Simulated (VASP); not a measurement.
Wanted: the native input for a VASP 6.6.1 run.

- Task: single point
- Functional: PBE
- Potentials or basis: VASP PAW PBE potentials, release 64 (Ti_sv, Al)
- Cutoff: 520 eV
- k mesh: 4 × 4 × 4
- Occupations: gaussian, width 0.1 eV
- Spin: no spin polarisation
- Dipole correction: no
- Further INCAR settings: ALGO = Fast; EDIFF = 1e-06; NBANDS = 22

The structure of TiAl5 lies in POSCAR:

```
TiAl5
1.0
   -3.2762336536      3.2762336536      2.7600585467
    3.2762336536     -3.2762336536      2.7600585467
    3.2762336536      3.2762336536     -2.7600585467
Ti Al
1 5
Direct
    0.5000000000      0.5000000000      0.0000000000
    0.5000000000      0.5000000000      0.5000000000
    0.0000000000      0.0000000000      0.5000000000
    0.5000000000      0.0000000000      0.0000000000
    0.0000000000      0.5000000000      0.0000000000
    0.0000000000      0.0000000000      0.0000000000
```

These files were run (other wordings do the same):

INCAR

```
  PREC = Accurate
  ENCUT = 520
  EDIFF = 1E-6
  ISMEAR = 0
  SIGMA = 0.1
  LREAL = False
  LASPH = True
  NELM = 80
  ALGO = Fast
  ISIF = 2
  LWAVE = False
  LCHARG = False
  GGA = PE
  NBANDS = 22
```

KPOINTS

```
regular mesh
0
Gamma
  4 4 4
```

Potentials or basis: VASP PAW PBE potentials, release 64 (Ti_sv, Al).

The run is started by

```console
$ cat potpaw_PBE.64/Ti_sv/POTCAR potpaw_PBE.64/Al/POTCAR > POTCAR
$ mpirun -np 1 vasp_std > vasp.out
```

It gave:

The pressure is 0.1 GPa.

Caveat: the k points lie up to 0.37 Å⁻¹ apart.

Wall time 74 s on 1 thread of Intel Xeon 6975P-C, on a shared host, peak memory 0.24 GiB.
